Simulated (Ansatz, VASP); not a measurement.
GaP: VASP beside Ansatz

```
Ga P
1.0
     0.00000    2.71350    2.71350
     2.71350    0.00000    2.71350
     2.71350    2.71350    0.00000
Ga P
1 1
Direct
  0.00000 0.00000 0.00000
  0.75000 0.75000 0.75000
```

Alike in both runs: task single point; functional LDA; k mesh 8 × 8 × 8; no spin polarisation.

|  | VASP | Ansatz |
| --- | --- | --- |
| version | VASP 6.6.1 | Ansatz 0.2.0 |
| potentials or method | VASP PAW LDA potentials, release 64 (Ga_d, P), cutoff 520 eV | scalar-relativistic, plane waves, PAW |
| occupations | gaussian, width 0.01 eV | fixed |
| valence electrons in the cell | 18 | 18 |

Ansatz gave:

* gap on the k mesh at the Fermi level (eV): 1.47
* least direct gap on the mesh (eV): 1.72
* pressure (GPa): -1.7

Problem. Estimate VASP's values.

Solution. gap on the k mesh at the Fermi level (eV): 1.47; least direct gap on the mesh (eV): 1.74; pressure (GPa): -1.6.

LDA's correlation is that of Perdew and Zunger in VASP and of Perdew and Wang (1992) in Ansatz.
